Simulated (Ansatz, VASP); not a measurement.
**Ga4BAs3 in VASP and in Ansatz**

```
Ga B As
1.0
     3.79228    2.18947    3.36750
    -3.79228    2.18947    3.36750
     0.00000   -4.37895    3.36750
Ga B As
4 1 3
Cartesian
  -1.9825 1.1446 4.3364
  0.0000 0.0000 9.6120
  1.9825 1.1446 4.3364
  0.0000 -2.2892 4.3364
  0.0000 0.0000 7.4855
  0.0000 -2.0005 6.8019
  -1.7325 1.0003 6.8019
  1.7325 1.0003 6.8019
```

Alike in both runs: functional PBE; k mesh 6 × 6 × 6; occupations gaussian, width 0.1 eV; no spin polarisation.

Ansatz relaxed the structure, and its values are those at the end. VASP's run is a single point on that final structure, the one shown.

|  | VASP | Ansatz |
| --- | --- | --- |
| version | VASP 6.6.1 | Ansatz 0.2.0 |
| potentials or method | VASP PAW PBE potentials, release 64 (Ga_d, B, As), cutoff 520 eV | scalar-relativistic, plane waves, PAW |
| valence electrons in the cell | 70 | 100 |

VASP gave:

- gap on the k mesh at the Fermi level (eV): none
- pressure (GPa): 0.2
- rms of the force components (eV/Å): 0.010

Q: Which values does Ansatz return?

A: gap on the k mesh at the Fermi level (eV): none; pressure (GPa): 0.0; rms of the force components (eV/Å): 0.002.

A gap of «none» marks a metal or a gap that the smearing closes. VASP's potentials hold 70 valence electrons a cell and Ansatz's 100, so a difference there can come from the potentials and not from the codes.
